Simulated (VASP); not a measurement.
Crystal: CoO.

```
Co O
1.0
     0.00000    2.17331    2.17331
     2.17331    0.00000    2.17331
     2.17331    2.17331    0.00000
Co O
1 1
Direct
  0.00000 0.00000 0.00000
  0.50000 0.50000 0.50000
```

Base run:

* Program: VASP 6.6.1
* Functional: PBE
* Potentials or basis: VASP PAW PBE potentials, release 64 (Co, O)
* Cutoff: 520 eV
* k mesh: 11 × 11 × 11
* Occupations: fermi-dirac, width 0.05 eV
* Spin: collinear spin, ferromagnetic start
* Starting moments: [2.0, 0.0] μB

Its results: band gap on the k mesh zero (filled and empty bands overlap); pressure -10.9 GPa; net moment 2.98 μB per cell; site moments Co +2.61; O +0.31 μB.

Question: The run is repeated on the same cell with these changes: potentials or basis from VASP PAW PBE potentials, release 64 (Co, O) to VASP PAW PBE potentials, release 64 (Co_sv, O); cutoff from 520 eV to 600 eV; further incar settings from ALGO = Normal; EDIFF = 1e-06; NBANDS = 18 to ALGO = Normal; EDIFF = 1e-06; NBANDS = 22; valence electrons from 15 to 23. What comes out?

Answer: Band gap on the k mesh zero (filled and empty bands overlap); pressure -12.8 GPa; net moment 2.99 μB per cell; site moments Co +2.57; O +0.31 μB.

Caveats: a cell with one magnetic atom can't hold antiferromagnetic order, which such compounds often take; semilocal functionals often make such compounds metallic where correlation or magnetic order opens a gap, which also shifts bond lengths.
